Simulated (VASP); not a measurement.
Wanted: the native input for a VASP 6.6.1 run.

| Item | Value |
| --- | --- |
| Task | single point |
| Functional | PBE |
| Potentials or basis | VASP PAW PBE potentials, release 64 (Ti_sv) |
| Cutoff | 520 eV |
| k mesh | 11 × 11 × 6 |
| Occupations | fermi-dirac, width 0.1 eV |
| Spin | no spin polarisation |
| Dipole correction | no |
| Further INCAR settings | ALGO = Normal; EDIFF = 1e-07; NBANDS = 19 |

The structure of Ti lies in POSCAR:

```
Ti
1.0
    2.9888202413      0.0000000000      0.0000000000
   -1.4944101206      2.5883942551      0.0000000000
    0.0000000000      0.0000000000      4.7415860099
Ti
2
Direct
    0.3333333333      0.6666666667      0.2500000000
    0.6666666667      0.3333333333      0.7500000000
```

These files were run (other wordings do the same):

INCAR

```
PREC = Accurate
ENCUT = 520
EDIFF = 1E-7
ISMEAR = -1
SIGMA = 0.1
LREAL = False
LASPH = True
NELM = 80
ALGO = Normal
ISIF = 2
LWAVE = False
LCHARG = False
GGA = PE
NBANDS = 19
```

KPOINTS

```
Automatic mesh
0
Gamma
  11 11 6
```

Potentials or basis: VASP PAW PBE potentials, release 64 (Ti_sv).

The run is started by

```sh
$ cat potpaw_PBE.64/Ti_sv/POTCAR > POTCAR
$ mpirun -np 1 vasp_std > vasp.out
```

It gave:

The pressure is -5.4 GPa and the band gap on the k mesh is zero (band 12 reaches 8.52 eV, above the bottom of band 13 at 7.52 eV).

It took 20 s on 1 thread of Intel(R) Xeon(R) 6975P-C (Granite Rapids), with other jobs on the host, peak memory 0.16 GiB.
